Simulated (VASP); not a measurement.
A run of VASP 6.6.1 is set up as follows.

The input INCAR:

```
PREC = Accurate
ENCUT = 500
EDIFF = 1E-6
ISMEAR = 0
SIGMA = 0.2
LREAL = False
LASPH = True
NELM = 200
ALGO = Normal
ISIF = 2
LWAVE = False
LCHARG = True
GGA = PE
LELF = True
LVHAR = True
NBANDS = 33
GGA_COMPAT = False
LMAXMIX = 6
```

KPOINTS

```
Automatic mesh
0
Gamma
  6 6 3
```

Contents of POSCAR:

```
NdMo
1.0
    4.1308335019      0.0000000000      0.0000000000
   -2.0654167509      3.5774067514      0.0000000000
    0.0000000000      0.0000000000      8.3450079609
Nd Mo
2 2
Direct
    0.0000000000      0.0000000000      0.2238904704
    0.0000000000      0.0000000000      0.7761095296
    0.3333333333      0.6666666667      0.5000000000
    0.6666666667      0.3333333333      0.5000000000
```

Potentials or basis: VASP PAW PBE potentials, release 64 (Nd_3, Mo_sv), 4f in core.

Run with:

```sh
$ cat potpaw_PBE.64/Nd_3/POTCAR potpaw_PBE.64/Mo_sv/POTCAR > POTCAR
$ mpirun -np 1 vasp_std > vasp.out
```

(1) What does it give for the pressure?

(2) Estimate the largest force.

Answers

(1) 0.6 GPa.

(2) 0.030 eV/Å.
